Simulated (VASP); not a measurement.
## RbCu: single point with PBE

The system is RbCu.

```xyz
2
Lattice="4.7394 0.0000 0.0000 -2.3697 4.1045 0.0000 0.0000 0.0000 4.4670" Properties=species:S:1:pos:R:3 pbc="T T T"
Rb    0.0000    2.7363    2.2335
Cu    0.0000    0.0000    0.0000
```

The cell was generated, and may not be a known phase.

```yaml
Program: VASP 6.6.1
Task: single point
Functional: PBE
Potentials_or_basis: VASP PAW PBE potentials, release 64 (Rb_sv, Cu)
Cutoff: 600 eV
k_mesh: 6 × 6 × 6
Occupations: gaussian, width 0.1 eV
Spin: no spin polarisation
Dipole_correction: no
Further_INCAR_settings: ALGO = Normal; EDIFF = 1e-06; NBANDS = 17
```

```yaml
Pressure: 0.2 GPa
Band_gap_on_the_k_mesh: 0.77 eV (least direct gap 1.12 eV)
```

Stress tensor (GPa, compression positive):
```
 0.28  0.00  0.00
 0.00  0.28  0.00
 0.00  0.00 -0.02
```

Levels at points of the mesh, in eV from the valence-band top:
| k point | band 7 | band 8 | band 9 | band 10 | band 11 | band 12 | band 13 | band 14 |
| --- | --- | --- | --- | --- | --- | --- | --- | --- |
| (0.00, 0.00, 0.00) | -0.57 | -0.57 | -0.57 | -0.57 | 4.31 | 4.41 | 4.41 | 5.58 |
| (0.50, 0.00, 0.00) | -0.58 | -0.57 | -0.51 | -0.33 | 1.21 | 4.33 | 4.83 | 4.86 |
| (0.00, 0.00, 0.50) | -0.61 | -0.60 | -0.60 | -0.35 | 0.77 | 5.38 | 5.38 | 6.05 |
| (0.50, 0.00, 0.50) | -0.58 | -0.51 | -0.50 | -0.08 | 2.40 | 2.59 | 4.00 | 4.32 |

Run time: 62 s on 1 thread of Intel Xeon 8259CL (shared host), peak memory 0.25 GiB.

A k mesh can miss the band edges.
